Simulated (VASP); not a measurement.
# TiH2C2O2 in VASP: single point with r2SCAN+U

Aim: the single point of TiH2C2O2 with r2SCAN+U.

Everything below comes from runs of VASP 6.6.1. Logs are shortened: lines on timing, memory, paths and dates and some standing lists are left out, and cuts for length are marked.

**1. The cell of the first run**

The cell holds a slab with vacuum, 7 atoms: a = 2.695 Å, b = 2.695 Å, c = 28.645 Å, α = 90.00°, β = 90.00°, γ = 120.00°.

**2. Single point, r2SCAN+U**

Contents of POSCAR:

```
TiH2C2O2
1.0
    2.6948205700      0.0000000000      0.0000000000
   -1.3474102800      2.3337880500      0.0000000000
    0.0000000000      0.0000000000     28.6445594800
H O Ti C
2 2 1 2
Direct
    0.6666700000      0.3333300000      0.3853300000
    0.3333300000      0.6666700000      0.5312500000
    0.6666700000      0.3333300000      0.4182600000
    0.3333300000      0.6666700000      0.4982200000
    0.0000000000      0.0000000000      0.4585200000
    0.3333300000      0.6666700000      0.6175100000
    0.6666700000      0.3333300000      0.6175000000
```

Contents of INCAR.step1:

```
SYSTEM = TiH2C2O2
PREC = Accurate
ENCUT = 520
ISMEAR = 0
SIGMA = 0.1327
LREAL = .FALSE.
LASPH = .TRUE.
NELM = 150
LMAXMIX = 4
LDAU = .TRUE.
LDAUTYPE = 1
LDAUL = -1 -1 2 -1
LDAUU = 0 0 7.2 0
LDAUJ = 0 0 0.57 0
NBANDS = 26
GGA = PE
ALGO = Normal
EDIFF = 1E-4
LWAVE = .TRUE.
LCHARG = .FALSE.
```

Contents of INCAR.step2:

```
SYSTEM = TiH2C2O2
PREC = Accurate
ENCUT = 520
EDIFF = 1E-6
ISMEAR = 0
SIGMA = 0.1327
LREAL = .FALSE.
LASPH = .TRUE.
NELM = 150
ALGO = Normal
ISIF = 2
LWAVE = .FALSE.
LCHARG = .FALSE.
LMAXMIX = 4
LDAU = .TRUE.
LDAUTYPE = 1
LDAUL = -1 -1 2 -1
LDAUU = 0 0 7.2 0
LDAUJ = 0 0 0.57 0
LDAUPRINT = 1
METAGGA = R2SCAN
LMIXTAU = .TRUE.
NBANDS = 26
ISTART = 1
```

Contents of KPOINTS:

```
regular mesh
0
G
  10 10 1
  0 0 0
```

Potentials or basis: VASP PAW PBE potentials, release 64 (H, O, Ti_sv, C).

Command:

```sh
cat potpaw_PBE.64/H/POTCAR potpaw_PBE.64/O/POTCAR potpaw_PBE.64/Ti_sv/POTCAR potpaw_PBE.64/C/POTCAR > POTCAR
cp INCAR.step1 INCAR
mpirun -np 1 vasp_std > vasp.out
cp INCAR.step2 INCAR
mpirun -np 1 vasp_std > vasp.out
```

OUTCAR:

```text
SYSTEM = TiH2C2O2
   PREC = Accurate
   ENCUT = 520
   EDIFF = 1E-6
   ISMEAR = 0
   LREAL = .FALSE.
   LASPH = .TRUE.
   NELM = 150
   ISIF = 2
   METAGGA = R2SCAN
   ISTART = 1

 ion  position               nearest neighbor table
   1  0.667  0.333  0.385-   3 0.94
   2  0.333  0.667  0.531-   4 0.95
   3  0.667  0.333  0.418-   1 0.94   5 1.94   5 1.94   5 1.94
   4  0.333  0.667  0.498-   2 0.95   5 1.93   5 1.93   5 1.93
   5  0.000  0.000  0.459-   4 1.93   4 1.93   4 1.93   3 1.94   3 1.94   3 1.94
   6  0.333  0.667  0.618-   7 1.56   7 1.56   7 1.56
   7  0.667  0.333  0.617-   6 1.56   6 1.56   6 1.56

  LATTYP: Found a hexagonal cell.
 ALAT       =     2.6948205700
 C/A-ratio  =    10.6294867268

  Lattice vectors:

 A1 = (   2.6948205700,   0.0000000000,   0.0000000000)
 A2 = (  -1.3474102800,   2.3337880500,   0.0000000000)
 A3 = (   0.0000000000,   0.0000000000,  28.6445594800)

Analysis of symmetry for initial positions (statically):
=====================================================================
 Subroutine PRICEL returns:
 Original cell was already a primitive cell.

 Routine SETGRP: Setting up the symmetry group for a
 hexagonal supercell.

 Subroutine GETGRP returns: Found  2 space group operations
 (whereof  2 operations were pure point group operations)
 out of a pool of 24 trial point group operations.

The static configuration has the point symmetry C_1h.

Analysis of symmetry for dynamics (positions and initial velocities):
=====================================================================
 Subroutine PRICEL returns:
 Original cell was already a primitive cell.

 Routine SETGRP: Setting up the symmetry group for a
 hexagonal supercell.

 Subroutine GETGRP returns: Found  2 space group operations
 (whereof  2 operations were pure point group operations)
 out of a pool of 24 trial point group operations.

The dynamic configuration has the point symmetry C_1h.

 Subroutine INISYM returns: Found  2 space group operations
 (whereof  2 operations are pure point group operations),
 and found     1 'primitive' translations

----------------------------------------------------------------------------------------

                                     Primitive cell

  volume of cell :     180.1496

  direct lattice vectors                    reciprocal lattice vectors
     2.694820570  0.000000000  0.000000000     0.371082220  0.214243962  0.000000000
    -1.347410280  2.333788050  0.000000000     0.000000000  0.428487925  0.000000000
     0.000000000  0.000000000 28.644559480     0.000000000  0.000000000  0.034910643

  length of vectors
     2.694820570  2.694824878 28.644559480     0.428488611  0.428487925  0.034910643

  position of ions in fractional coordinates (direct lattice)
     0.666670000  0.333330000  0.385330000
     0.333330000  0.666670000  0.531250000
     0.666670000  0.333330000  0.418260000
     0.333330000  0.666670000  0.498220000
     0.000000000  0.000000000  0.458520000
     0.333330000  0.666670000  0.617510000
     0.666670000  0.333330000  0.617500000

  ion indices of the primitive-cell ions
   primitive index   ion index
                 1           1
                 2           2
                 3           3
                 4           4
                 5           5
                 6           6
                 7           7

----------------------------------------------------------------------------------------

 KPOINTS: regular mesh

Automatic generation of k-mesh.
 Grid dimensions read from file:
 generate k-points for:   10   10    1
[... 57 lines left out ...]
   ICHARG =      0    charge: 1-file 2-atom 10-const
   ISPIN  =      1    spin polarized calculation?
   LNONCOLLINEAR =      F non collinear calculations
   LSORBIT =      F    spin-orbit coupling
   LASPH  =      T    aspherical Exc in radial PAW
   ENCUT  =  520.0 eV  38.22 Ry    6.18 a.u.   5.01  5.01 53.26*2*pi/ulx,y,z
   NELM   =    150;   NELMIN=  2; NELMDL=  0     # of ELM steps
   EDIFF  = 0.1E-05   stopping-criterion for ELM
   LREAL  =      F    real-space projection
   EDIFFG = 0.1E-04   stopping-criterion for IOM
   NSW    =      0    number of steps for IOM
   IBRION =     -1    ionic relax: 0-MD 1-quasi-New 2-CG
   NFREE  =      0    steps in history (QN), initial steepest desc. (CG)
   ISIF   =      2    stress and relaxation
   ISYM   =      2    0-nonsym 1-usesym 2-fastsym
   POTIM  = 0.5000    time-step for ionic-motion
   TEBEG  =    0.0;   TEEND  =   0.0 temperature during run
   PSTRESS=    0.0 pullay stress
   NELECT =      34.0000    total number of electrons
   NUPDOWN=      -1.0000    fix difference up-down
   EMIN   =  10.00;   EMAX   =-10.00  energy-range for DOS
   EFERMI =   0.00;   METHOD = LEGACY
   ISMEAR =     0;   SIGMA  =   0.13  broadening in eV -4-tet -1-fermi 0-gaus
   EFERMI_NEDOS =   21; number of points for ismear=-14 and -15
   IALGO  =     38    algorithm
   IMIX   =      4    mixing-type and parameters
     AMIX     =   0.40;   BMIX     =  1.00
     AMIX_MAG =   1.60;   BMIX_MAG =  1.00
  volume/ion in A,a.u.               =      25.74       173.67
  Fermi-wavevector in a.u.,A,eV,Ry     =   0.939053  1.774552 11.997891  0.881820
  Thomas-Fermi vector in A             =   2.066326
   LORBIT       =      0    0 simple, 1 ext, 2 COOP (PROOUT), +10 PAW based schemes
 LDA+U is selected, type is set to LDAUTYPE =  1
   angular momentum for each species LDAUL =    -1   -1    2   -1
   U (eV)           for each species LDAUU =   0.0  0.0  7.2  0.0
   J (eV)           for each species LDAUJ =   0.0  0.0  0.6  0.0
   METAGGA = R2SCAN    functional components
   LHFCALC =     F    Hartree Fock is set to
   AEXX    =    0.0000 exact exchange contribution
   IVDW    =     0    specifies the selected vdW correction
   LEPSILON=     F    determine dielectric tensor
   LRPA    =     F    only Hartree local field effects (RPA)
 non-spin polarized calculation
 Gauss-broadening in eV      SIGMA  =   0.13
  energy-cutoff  :      520.00
  volume of cell :      180.15
 maximum number of plane-waves:      4909
   NGX =  9   NGY =  9   NGZ =107

atom =   5  type =  3  l = 2

 onsite density matrix

spin component  1

  0.1912  0.0000 -0.0000 -0.0018 -0.0000
  0.0000  0.1542  0.0000 -0.0000 -0.0018
 -0.0000  0.0000  0.3934 -0.0000  0.0000
 -0.0018 -0.0000 -0.0000  0.1542  0.0000
 -0.0000 -0.0018  0.0000  0.0000  0.1912

spin component  2

  0.1912  0.0000 -0.0000 -0.0018 -0.0000
  0.0000  0.1542  0.0000 -0.0000 -0.0018
 -0.0000  0.0000  0.3934 -0.0000  0.0000
 -0.0018 -0.0000 -0.0000  0.1542  0.0000
 -0.0000 -0.0018  0.0000  0.0000  0.1912

 occupancies and eigenvectors

  o =  0.1541  v = -0.0265 -0.8413 -0.0000 -0.5383 -0.0414  0.0000  0.0000  0.0000  0.0000  0.0000      0.0000  0.0000  0.0000  0.0000  0.0000  0.0000  0.0000  0.0000  0.0000  0.0000
  o =  0.1541  v =  0.0000  0.0000  0.0000  0.0000  0.0000 -0.0265 -0.8413 -0.0000 -0.5383 -0.0414      0.0000  0.0000  0.0000  0.0000  0.0000  0.0000  0.0000  0.0000  0.0000  0.0000
  o =  0.1542  v = -0.0415  0.5383 -0.0000 -0.8413  0.0266  0.0000  0.0000  0.0000  0.0000  0.0000      0.0000  0.0000  0.0000  0.0000  0.0000  0.0000  0.0000  0.0000  0.0000  0.0000
  o =  0.1542  v =  0.0000  0.0000  0.0000  0.0000  0.0000 -0.0415  0.5383 -0.0000 -0.8413  0.0266      0.0000  0.0000  0.0000  0.0000  0.0000  0.0000  0.0000  0.0000  0.0000  0.0000
  o =  0.1912  v =  0.0000  0.0000  0.0000  0.0000  0.0000  0.5002 -0.0426 -0.0000 -0.0246  0.8645      0.0000  0.0000  0.0000  0.0000  0.0000  0.0000  0.0000  0.0000  0.0000  0.0000
  o =  0.1912  v =  0.5002 -0.0426 -0.0000 -0.0246  0.8645  0.0000  0.0000  0.0000  0.0000  0.0000      0.0000  0.0000  0.0000  0.0000  0.0000  0.0000  0.0000  0.0000  0.0000  0.0000
  o =  0.1912  v =  0.0000  0.0000  0.0000  0.0000  0.0000 -0.8645 -0.0247 -0.0001  0.0427  0.5002      0.0000  0.0000  0.0000  0.0000  0.0000  0.0000  0.0000  0.0000  0.0000  0.0000
  o =  0.1912  v = -0.8645 -0.0247 -0.0001  0.0427  0.5002  0.0000  0.0000  0.0000  0.0000  0.0000      0.0000  0.0000  0.0000  0.0000  0.0000  0.0000  0.0000  0.0000  0.0000  0.0000
  o =  0.3934  v =  0.0000  0.0000  0.0000  0.0000  0.0000  0.0001 -0.0000 -1.0000  0.0000 -0.0000      0.0000  0.0000  0.0000  0.0000  0.0000  0.0000  0.0000  0.0000  0.0000  0.0000
  o =  0.3934  v =  0.0001 -0.0000 -1.0000  0.0000 -0.0000  0.0000  0.0000  0.0000  0.0000  0.0000      0.0000  0.0000  0.0000  0.0000  0.0000  0.0000  0.0000  0.0000  0.0000  0.0000

 number of electron      33.9999985 magnetization

 Free energy of the ion-electron system (eV)
  ---------------------------------------------------
  ext. energy  EPLUGINS =         0.00000000
  ---------------------------------------------------
  free energy    TOTEN  =       -51.59395692 eV

  energy without entropy =      -51.57846493  energy(sigma->0) =      -51.58621092

 E-fermi :   0.0556     XC(G=0):  -3.9785

 val. band max:        0.0195127487   @ k =   0.2000   0.2000   0.0000
 cond. band min:       0.0974065583   @ k =   0.4000   0.2000   0.0000
 fundamental gap:      0.0778938096
 Fermi energy:         0.0556127227

 k-point     1 :       0.0000    0.0000    0.0000
  band No.  band energies     occupation
      1     -61.1854      2.00000
      2     -36.4847      2.00000
      3     -36.0541      2.00000
      4     -36.0540      2.00000
      5     -25.7026      2.00000
      6     -24.5692      2.00000
[... 685 lines left out ...]
     25       6.3550      0.00000
     26       6.9002      0.00000

 [... further k-points ...]

------------------------ aborting loop because EDIFF is reached ----------------------------------------

  FORCE on cell =-STRESS in cart. coord.  units (eV):
  Direction    XX          YY          ZZ          XY          YZ          ZX
  --------------------------------------------------------------------------------------
  -------------------------------------------------------------------------------------
  Total        5.2613097      5.2602863     16.5669113     -0.0009057     -0.0002921      0.0005058
  in kB       46.7919381     46.7828363    147.3393388     -0.0080551     -0.0025975      0.0044983
  external PRESSURE =      80.3047044 kB  Pullay stress =       0.0000000 kB

 VOLUME and BASIS-vectors are now :
 -----------------------------------------------------------------------------
  energy-cutoff  :      520.00
  volume of cell :      180.15
      direct lattice vectors                 reciprocal lattice vectors
     2.694820570  0.000000000  0.000000000     0.371082220  0.214243962  0.000000000
    -1.347410280  2.333788050  0.000000000     0.000000000  0.428487925  0.000000000
     0.000000000  0.000000000 28.644559480     0.000000000  0.000000000  0.034910643

 POSITION                                       TOTAL-FORCE (eV/Angst)
 -----------------------------------------------------------------------------------
      1.34742      0.77792     11.03761         0.000012     -0.000007     -2.480009
     -0.00001      1.55587     15.21742        -0.000019      0.000011      1.948562
      1.34742      0.77792     11.98087        -0.000253      0.000146     -3.186428
     -0.00001      1.55587     14.27129         0.000255     -0.000147      4.216612
      0.00000      0.00000     13.13410        -0.000000      0.000000     -0.266993
     -0.00001      1.55587     17.68830         0.000401     -0.000231     -0.173207
      1.34742      0.77792     17.68802        -0.000395      0.000228     -0.058538
 -----------------------------------------------------------------------------------
    total drift:                                0.000006     -0.000002      0.002813

  FREE ENERGIE OF THE ION-ELECTRON SYSTEM (eV)
  ---------------------------------------------------
  free  energy   TOTEN  =       -51.5939569153 eV

  energy  without entropy=      -51.5784649336  energy(sigma->0) =      -51.58621092
```

Wall time 10 min (1 thread of Intel Xeon 6975P-C (Granite Rapids), shared host); peak memory 0.41 GiB.

Results:

* Free energy: -51.5940 eV
* Largest force: 4.217 eV/Å
* Band gap on the k mesh: zero (bands 17 and 18 overlap by 0.02 eV)

Forces in eV/Å, atoms in the order of the input:
```
H    0.000  0.000 -2.480
H    0.000  0.000  1.949
O    0.000  0.000 -3.186
O    0.000  0.000  4.217
Ti   0.000  0.000 -0.267
C    0.000  0.000 -0.173
C    0.000  0.000 -0.059
```

Eigenvalues of the final occupation matrices:
| site | spin | trace | eigenvalues |
| --- | --- | --- | --- |
| site 5 d | 1 | 1.08 | 0.15 0.15 0.19 0.19 0.39 |
| site 5 d | 2 | 1.08 | 0.15 0.15 0.19 0.19 0.39 |

Caveat: the PAW data sets were made with another functional, which shifts forces and pressure a little; U without spin polarisation on a metal has little footing.
